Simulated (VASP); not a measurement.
Set up this calculation in VASP 6.6.1, as the native input.

```
Task                   : single point
Functional             : PBE
Potentials or basis    : VASP PAW PBE potentials, release 64 (Rb_sv, Br)
Cutoff                 : 520 eV
k mesh                 : 6 × 6 × 6
Occupations            : fermi-dirac, width 0.02 eV
Spin                   : no spin polarisation
Dipole correction      : no
Further INCAR settings : ALGO = Normal; EDIFF = 1e-06; NBANDS = 15
```

The structure of RbBr lies in POSCAR:

```
RbBr
1.0
    0.0000000000      3.4726038566      3.4726038566
    3.4726038566      0.0000000000      3.4726038566
    3.4726038566      3.4726038566      0.0000000000
Rb Br
1 1
Direct
    0.0000000000      0.0000000000      0.0000000000
    0.5000000000      0.5000000000      0.5000000000
```

One way to write it, as run:

INCAR

```
PREC = Accurate
ENCUT = 520
EDIFF = 1E-6
ISMEAR = -1
SIGMA = 0.02
LREAL = F
LASPH = T
NELM = 60
ALGO = Normal
ISIF = 2
LWAVE = F
LCHARG = T
GGA = PE
LELF = T
LVHAR = T
NBANDS = 15
```

KPOINTS

```
Automatic mesh
0
Gamma
  6 6 6
```

Potentials or basis: VASP PAW PBE potentials, release 64 (Rb_sv, Br).

Run with:

```sh
$ cat potpaw_PBE.64/Rb_sv/POTCAR potpaw_PBE.64/Br/POTCAR > POTCAR
$ mpirun -np 1 vasp_std > vasp.out
```

Results of the run:

The pressure is 0.4 GPa and the band gap on the k mesh is 4.26 eV.

It took 16 s on 1 thread of Intel(R) Xeon(R) Platinum 8488C (Sapphire Rapids), on a shared host, peak memory 0.24 GiB.
